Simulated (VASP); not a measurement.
LuSb, 2 atoms in the cell. Symmetry: Fm-3m, No. 225, cubic system. The conventional cell has a = 5.996 Å, b = 5.996 Å, c = 5.996 Å, α = 90.00°, β = 90.00°, γ = 90.00°. Within 3.9 Å of Lu (site symmetry m-3m) lie 6 Sb at 3.00 Å. Within 3.9 Å of Sb (site symmetry m-3m) lie 6 Lu at 3.00 Å. 

```yaml
Program: VASP 6.6.1
Task: relaxation of cell and atoms
Functional: PBEsol
Potentials_or_basis: VASP PAW PBE potentials, release 64 (Lu, Sb)
Cutoff: 600 eV
k_mesh: 14 × 14 × 14
Occupations: fermi-dirac, width 0.1 eV
Spin: no spin polarisation
Target_pressure: 1 GPa
Dipole_correction: no
Further_INCAR_settings: ALGO = Normal; EDIFF = 1e-06; IBRION = 2; EDIFFG = -0.002; NSW = 100; ISIF = 3
```

Potentials or basis: VASP PAW PBE potentials, release 64 (Lu, Sb).

Run with:

```sh
$ cat potpaw_PBE.64/Lu/POTCAR potpaw_PBE.64/Sb/POTCAR > POTCAR
$ mpirun -np 1 vasp_std > vasp.out
```

Hardware: 1 thread of Intel Xeon 8259CL, on a shared host.

Problem. Estimate the wall time of this run.

Solution. Run time: 16 min on 1 thread of Intel Xeon 8259CL, with other jobs on the host, peak memory 0.34 GiB. Counts: scf iterations 52, k points 104, ion steps 7.
